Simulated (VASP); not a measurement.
Write the native input for VASP 6.6.1 that does the following.

```yaml
Task: single point
Functional: PBE
Potentials_or_basis: VASP PAW PBE potentials, release 64 (Ca_sv, Se)
Cutoff: 520 eV
k_mesh: 9 × 9 × 3
Occupations: gaussian, width 0.02 eV
Spin: no spin polarisation
Dipole_correction: no
Further_INCAR_settings: ALGO = Normal; EDIFF = 1e-06; NBANDS = 42
```

The structure of CaSe lies in POSCAR:

```
CaSe
1.0
    4.1598776093      0.0000000000      0.0000000000
   -2.0799388046      3.6025596863      0.0000000000
    0.0000000000      0.0000000000     14.2206533451
Ca Se
4 4
Direct
    0.0000000000      0.0000000000      0.0000000000
    0.3333333333      0.6666666667      0.2500000000
    0.0000000000      0.0000000000      0.5000000000
    0.6666666667      0.3333333333      0.7500000000
    0.6666666667      0.3333333333      0.1222174929
    0.6666666667      0.3333333333      0.3777825071
    0.3333333333      0.6666666667      0.6222174929
    0.3333333333      0.6666666667      0.8777825071
```

These files were run (other wordings do the same):

INCAR

```
PREC = Accurate
ENCUT = 520
EDIFF = 1E-6
ISMEAR = 0
SIGMA = 0.02
LREAL = False
LASPH = True
NELM = 60
ALGO = Normal
ISIF = 2
LWAVE = False
LCHARG = False
GGA = PE
NBANDS = 42
```

KPOINTS

```
regular mesh
0
Gamma
  9 9 3
```

Potentials or basis: VASP PAW PBE potentials, release 64 (Ca_sv, Se).

Run with:

```sh
$ cat potpaw_PBE.64/Ca_sv/POTCAR potpaw_PBE.64/Se/POTCAR > POTCAR
$ mpirun -np 1 vasp_std > vasp.out
```

Results of the run:

* Pressure: 0.2 GPa
* Band gap on the k mesh: 1.90 eV, indirect (least direct gap 2.55 eV)

Run time: 6.2 min on 1 thread of AMD EPYC 9755 128-Core Processor, with other jobs on the host, peak memory 0.38 GiB.
